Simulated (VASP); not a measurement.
Write the native input for VASP 6.6.1 that does the following.

```yaml
Task: single point
Functional: PBE
Potentials_or_basis: VASP PAW PBE potentials, release 64 (Al, Ni)
Cutoff: 520 eV
k_mesh: 14 × 14 × 14
Occupations: gaussian, width 0.1 eV
Spin: collinear spin, ferromagnetic start
Starting_moments: "[0.0, 0.3, 0.3, 0.3] μB"
Dipole_correction: no
Further_INCAR_settings: ALGO = Normal; EDIFF = 1e-07; NBANDS = 28
```

The structure of AlNi3 lies in POSCAR:

```
AlNi3
1.0
    3.6023456716      0.0000000000      0.0000000000
    0.0000000000      3.6023456716      0.0000000000
    0.0000000000      0.0000000000      3.5452788095
Al Ni
1 3
Direct
    0.0000000000      0.0000000000      0.0000000000
    0.0000000000      0.5000000000      0.5000000000
    0.5000000000      0.0000000000      0.5000000000
    0.5000000000      0.5000000000      0.0000000000
```

This cell differs from its parent crystal: biaxial strain in the a-b plane: +1.0 %.

The input as run:

INCAR

```
  PREC = Accurate
  ENCUT = 520
  EDIFF = 1E-7
  ISMEAR = 0
  SIGMA = 0.1
  LREAL = False
  LASPH = True
  NELM = 150
  ALGO = Normal
  ISIF = 2
  LWAVE = False
  LCHARG = True
  ISPIN = 2
  MAGMOM = 0 0.3 0.3 0.3
  LORBIT = 11
  LMAXMIX = 4
  GGA = PE
  LELF = True
  LVHAR = True
  NBANDS = 28
```

KPOINTS

```
regular mesh
0
Gamma
  14 14 14
```

Potentials or basis: VASP PAW PBE potentials, release 64 (Al, Ni).

Run with:

```sh
$ cat potpaw_PBE.64/Al/POTCAR potpaw_PBE.64/Ni/POTCAR > POTCAR
$ mpirun -np 1 vasp_std > vasp.out
```

Results of the run:

| Item | Value |
| --- | --- |
| Pressure | -2.4 GPa |
| Net moment | 0.72 μB per cell |
| Site moments | Al -0.01; Ni +0.25, +0.26 μB |
| Valence electrons inside the program's atomic spheres | Al 0.79; Ni 9.36, 9.35 |

Caveat: the cell differs from its parent crystal (biaxial strain in the a-b plane: +1.0 %).

Run time: 21 min on 1 thread of Intel Xeon 8259CL (shared host), peak memory 0.57 GiB.
